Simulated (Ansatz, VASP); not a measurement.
**NaI in VASP and in Ansatz**

File POSCAR:

```
NaI
1.0
    4.1556919904      0.0000000000      0.0000000000
    0.0000000000      4.1556919904      0.0000000000
    0.0000000000      0.0000000000      4.1556919904
Na I
1 1
Direct
    0.0000000000      0.0000000000      0.0000000000
    0.5000000000      0.5000000000      0.5000000000
```

File INCAR.step1:

```
PREC = Accurate ; ENCUT = 520
EDIFF = 1E-5 ; ISMEAR = 0
SIGMA = 0.01 ; LREAL = False
LASPH = True ; NELM = 60
ALGO = Normal ; ISIF = 2
LWAVE = True ; GGA = PE
NBANDS = 14
```

File INCAR.step2:

```
PREC = Accurate ; ENCUT = 520
EDIFF = 1E-7 ; ISMEAR = 0
SIGMA = 0.01 ; LREAL = False
LASPH = True ; NELM = 60
ALGO = Normal ; ISIF = 2
LWAVE = False ; LCHARG = True
GGA = PE ; LHFCALC = True
HFSCREEN = 0.2079 ; PRECFOCK = Normal
LELF = True ; LVHAR = True
ISTART = 1 ; NBANDS = 14
```

File KPOINTS:

```
Automatic mesh
0
Gamma
  4 4 4
```

Input for Ansatz:

```yaml
crystal:
  lattice:
    - [4.1556919904, 0.0, 0.0]
    - [0.0, 4.1556919904, 0.0]
    - [0.0, 0.0, 4.1556919904]
  atoms:
    - { symbol: Na, position: [0.0, 0.0, 0.0] }
    - { symbol: I, position: [0.5, 0.5, 0.5] }
kpoints:
  mp_grid: { grid: [4, 4, 4] }
  band_path:
    path: [[0.0, 0.0, 0.0], [0.0, 0.5, 0.0], [0.5, 0.5, 0.0], [0.5, 0.5, 0.5]]
    npoints: 1
hamiltonian:
  xc: hse06
scf:
  occupations: { method: fixed }
  n_extra_bands: 4
output:
  forces: true
  stress: true
  eigenvalues: true
```

Change from the starting cell: hydrostatic strain +2.9%.

Alike in both runs: task single point; functional HSE06; k mesh 4 × 4 × 4; no spin polarisation.

|  | VASP | Ansatz |
| --- | --- | --- |
| version | VASP 6.6.1 | Ansatz 0.2.0 |
| potentials or method | VASP PAW PBE potentials, release 64 (Na_pv, I) | plane waves, PAW |
| plane-wave cutoff (eV) | 520 | 420 |
| occupations | gaussian, width 0.01 eV | fixed |
| valence electrons in the cell | 14 | 26 |

VASP gave:

* gap on the k mesh at the Fermi level (eV): 3.10
* pressure (GPa): -1.0

Question: Estimate Ansatz's values.

Answer: gap on the k mesh at the Fermi level (eV): 3.12; pressure (GPa): -1.0.

VASP's potentials hold 14 valence electrons a cell and Ansatz's 26, so a difference there can come from the potentials and not from the codes. Ansatz's warnings: stress exchange threshold loose, stress scf threshold loose.

Spin-orbit coupling is off throughout.
